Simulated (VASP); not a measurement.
# SrCl2: single point with PBE

Crystal: SrCl2.

```
CELL_PARAMETERS angstrom
0.00000 3.50257 3.50257
3.50257 0.00000 3.50257
3.50257 3.50257 0.00000
ATOMIC_POSITIONS crystal
Sr 0.00000 0.00000 0.00000
Cl 0.25000 0.25000 0.25000
Cl 0.75000 0.75000 0.75000
```

* Program: VASP 6.6.1
* Task: single point
* Functional: PBE
* Potentials or basis: VASP PAW PBE potentials, release 64 (Sr_sv, Cl)
* Cutoff: 520 eV
* k mesh: 8 × 8 × 8
* Occupations: gaussian, width 0.05 eV
* Spin: no spin polarisation

```
Pressure               : 0.6 GPa
Band gap on the k mesh : 5.29 eV, indirect (least direct gap 5.51 eV)
```

Levels at points of the mesh, in eV from the valence-band top:
```
           k point  band 9  band 10  band 11  band 12  band 13  band 14  band 15  band 16
(0.00, 0.00, 0.00)   -2.08    -0.33    -0.33    -0.33     5.29     6.10     6.10     9.01
(0.50, 0.00, 0.00)   -1.47    -1.30    -1.03    -1.03     6.70     6.70     7.46     7.85
(0.50, 0.50, 0.00)   -1.85    -0.39    -0.39     0.00     5.51     7.00     7.57     7.97
```

It took 53 s on 1 thread of Intel(R) Xeon(R) Platinum 8259CL CPU @ 2.50GHz (Skylake/Cascade Lake), on a shared host, peak memory 0.25 GiB.

A k mesh can miss the band edges.
